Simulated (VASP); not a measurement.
Input of a VASP 6.6.1 run:

File POSCAR:

```
Se
1.0
   -1.7390601992      1.7390601992      1.7390601992
    1.7390601992     -1.7390601992      1.7390601992
    1.7390601992      1.7390601992     -1.7390601992
Se
1
Direct
    0.0000000000      0.0000000000      0.0000000000
```

The input INCAR.step1:

```
SYSTEM = Se
PREC     = Accurate       ! precision mode
ENCUT    = 520            ! plane-wave cutoff, eV
ISMEAR   = 0              ! smearing method
SIGMA    = 0.05           ! smearing width, eV
LREAL    = .FALSE.        ! projectors in reciprocal space
LASPH    = .TRUE.         ! aspherical terms in the spheres
NELM     = 80             ! most SCF steps
NBANDS   = 9              ! bands
GGA      = PE             ! functional
ALGO     = Normal         ! electronic algorithm
EDIFF    = 1E-4           ! SCF threshold, eV
LWAVE    = .TRUE.         ! write WAVECAR
LCHARG   = .FALSE.        ! write CHGCAR
```

The input INCAR.step2:

```
SYSTEM = Se
PREC     = Accurate       ! precision mode
ENCUT    = 520            ! plane-wave cutoff, eV
EDIFF    = 1E-6           ! SCF threshold, eV
ISMEAR   = 0              ! smearing method
SIGMA    = 0.05           ! smearing width, eV
LREAL    = .FALSE.        ! projectors in reciprocal space
LASPH    = .TRUE.         ! aspherical terms in the spheres
NELM     = 80             ! most SCF steps
ALGO     = Normal         ! electronic algorithm
ISIF     = 2              ! what is computed and relaxed
LWAVE    = .FALSE.        ! write WAVECAR
LCHARG   = .TRUE.         ! write CHGCAR
METAGGA  = R2SCAN         ! meta-GGA
LMIXTAU  = .TRUE.       
LELF     = .TRUE.         ! ELF
LVHAR    = .TRUE.       
NBANDS   = 9              ! bands
ISTART   = 1
```

The input KPOINTS:

```
regular mesh
0
G
  18 18 18
  0 0 0
```

Potentials or basis: VASP PAW PBE potentials, release 64 (Se).

Run with:

```bash
$ cat potpaw_PBE.64/Se/POTCAR > POTCAR
$ cp INCAR.step1 INCAR
$ mpirun -np 1 vasp_std > vasp.out
$ cp INCAR.step2 INCAR
$ mpirun -np 1 vasp_std > vasp.out
```

(1) Estimate the band gap on the k mesh.

(2) Predict the pressure.

Answers

(1) zero (bands 3 and 4 overlap by 6.20 eV).

(2) -2.7 GPa.

Caveat: the PAW data sets were made with another functional, which shifts forces and pressure a little.
